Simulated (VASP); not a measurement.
H4BrN, 6 atoms in the cell. It takes space group P-43m (No. 215, cubic). Conventional cell: a = 3.419 Å, b = 3.419 Å, c = 3.419 Å, α = 90.00°, β = 90.00°, γ = 90.00°. Within 1.4 Å of H (site symmetry 3m) lie 1 N at 1.04 Å. Br (site symmetry -43m) has 4 H at 1.92 Å within 2.5 Å. N (site symmetry -43m) has 4 H at 1.04 Å within 1.4 Å. 

```yaml
Program: VASP 6.6.1
Task: single point
Functional: LDA
Potentials_or_basis: VASP PAW LDA potentials, release 64 (H, Br, N)
Cutoff: 520 eV
k_mesh: 4 × 4 × 4
Occupations: fermi-dirac, width 0.01 eV
Spin: no spin polarisation
Dipole_correction: no
Further_INCAR_settings: ALGO = Normal; EDIFF = 1e-06; NBANDS = 17
```

Potentials or basis: VASP PAW LDA potentials, release 64 (H, Br, N).

The run is started by

```bash
$ cat potpaw_LDA.64/H/POTCAR potpaw_LDA.64/Br/POTCAR potpaw_LDA.64/N/POTCAR > POTCAR
$ mpirun -np 1 vasp_std > vasp.out
```

Hardware: 1 thread of Intel(R) Xeon(R) 6975P-C (Granite Rapids), on a shared host.

Problem. How long does it take, and how much memory?

Solution. Run time: 4.4 s on 1 thread of Intel(R) Xeon(R) 6975P-C (Granite Rapids), on a shared host, peak memory 0.13 GiB. Counts: scf iterations 13, k points 10.
